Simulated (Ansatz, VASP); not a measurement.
## Two plane-wave programs on Al

File INCAR:

```
PREC     = Accurate       # precision mode
ENCUT    = 520            # plane-wave cutoff, eV
EDIFF    = 1E-7           # SCF threshold, eV
ISMEAR   = 0              # smearing method
SIGMA    = 0.15           # smearing width, eV
LREAL    = F              # projectors in reciprocal space
LASPH    = T              # aspherical terms in the spheres
NELM     = 60             # most SCF steps
ALGO     = Fast           # electronic algorithm
ISIF     = 2              # what is computed and relaxed
LWAVE    = F              # write WAVECAR
LCHARG   = T              # write CHGCAR
GGA      = PS             # functional
IVDW     = 12             # dispersion correction
LELF     = T              # ELF
LVHAR    = T            
NBANDS   = 22             # bands
```

Contents of KPOINTS:

```
Automatic mesh
0
Gamma
  14 14 14
```

The input POSCAR:

```
Al
1.0
   -3.9625552280      3.9625552280      0.0000000000
   -3.9625552280      0.0000000000      3.9625552280
    0.0000000000      3.9625552280      3.9625552280
Al
8
Direct
    0.0042018342     -0.0042018342      0.0042018342
    0.5000000000      0.0000000000      0.0000000000
    0.0000000000      0.5000000000      0.0000000000
    0.0000000000      0.0000000000      0.5000000000
    0.5000000000      0.5000000000      0.0000000000
    0.5000000000      0.0000000000      0.5000000000
    0.0000000000      0.5000000000      0.5000000000
    0.5000000000      0.5000000000      0.5000000000
```

Input for Ansatz:

```yaml
crystal:
  lattice:
    - [-3.962555228, 3.962555228, 0.0]
    - [-3.962555228, 0.0, 3.962555228]
    - [0.0, 3.962555228, 3.962555228]
  atoms:
    - { symbol: Al, position: [0.0042018342, -0.0042018342, 0.0042018342] }
    - { symbol: Al, position: [0.5, 0.0, 0.0] }
    - { symbol: Al, position: [0.0, 0.5, 0.0] }
    - { symbol: Al, position: [0.0, 0.0, 0.5] }
    - { symbol: Al, position: [0.5, 0.5, 0.0] }
    - { symbol: Al, position: [0.5, 0.0, 0.5] }
    - { symbol: Al, position: [0.0, 0.5, 0.5] }
    - { symbol: Al, position: [0.5, 0.5, 0.5] }
basis:
  ecutwfc: 420
kpoints:
  mp_grid: { grid: [14, 14, 14] }
hamiltonian:
  xc: pbesol
  dispersion: d3bj
scf:
  occupations: { method: gaussian, width: 0.15 }
output:
  forces: true
  stress: true
  eigenvalues: true
```

Alike in both runs: task single point; functional PBEsol; dispersion D3(BJ); k mesh 14 × 14 × 14; occupations gaussian, width 0.15 eV; no spin polarisation.

|  | VASP | Ansatz |
| --- | --- | --- |
| version | VASP 6.6.1 | Ansatz 0.2.0 |
| potentials or method | VASP PAW PBE potentials, release 64 (Al), cutoff 520 eV | scalar-relativistic, plane waves, PAW |
| valence electrons in the cell | 24 | 24 |

```csv
,VASP,Ansatz,Ansatz less VASP
gap on the k mesh at the Fermi level (eV),none,none,-
pressure (GPa),0.1,0.0,-0.08
rms of the force components (eV/Å),0.049,0.049,-0.0003
```

VASP's potentials were made for PBE, not for PBEsol. Atom by atom the forces differ by 0.000 eV/Å (rms over components). A gap of «none» marks a metal or a gap that the smearing closes.
